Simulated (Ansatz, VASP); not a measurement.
**W: VASP beside Ansatz**

Contents of INCAR:

```
PREC = Accurate
ENCUT = 520
EDIFF = 1E-6
ISMEAR = -1
SIGMA = 0.05
LREAL = False
LASPH = True
NELM = 100
ALGO = Normal
ISIF = 2
LWAVE = False
LCHARG = True
GGA = PE
LELF = True
LVHAR = True
NBANDS = 13
```

KPOINTS

```
Automatic mesh
0
Gamma
  14 14 14
```

Contents of POSCAR:

```
W
1.0
   -0.0152250000      2.0300000000      2.0300000000
    2.0300000000     -0.0152250000      2.0300000000
    2.0147750000      2.0147750000      0.0000000000
W
1
Direct
    0.0000000000      0.0000000000      0.0000000000
```

Input for Ansatz:

```yaml
crystal:
  lattice:
    - [-0.015225, 2.03, 2.03]
    - [2.03, -0.015225, 2.03]
    - [2.014775, 2.014775, 0.0]
  atoms:
    - { symbol: W, position: [0.0, 0.0, 0.0] }
kpoints:
  mp_grid: { grid: [14, 14, 14] }
scf:
  occupations: { method: fermi_dirac, width: 0.05 }
hamiltonian:
  xc: pbe
  pseudopotentials: { kind: all_electron, lapw: { basis_error: 0.00025 } }
output:
  forces: true
  stress: true
  eigenvalues: true
```

Change from the starting cell: xy shear strain of -1.5 %.

Alike in both runs: task single point; functional PBE; k mesh 14 × 14 × 14; occupations fermi-dirac, width 0.05 eV; no spin polarisation.

```csv
,VASP,Ansatz
version,VASP 6.6.1,Ansatz 0.2.0
potentials or method,"VASP PAW PBE potentials, release 64 (W_sv), cutoff 520 eV","all-electron LAPW, scalar-relativistic"
```

```csv
,VASP,Ansatz,Ansatz less VASP
pressure (GPa),-4.2,-4.5,-0.31
"traceless stress, the component that is largest in VASP (GPa)",-2.47,-2.45,+0.027
```

Ansatz ran all-electron here, and VASP with PAW potentials.

Neither program's run includes spin-orbit coupling.
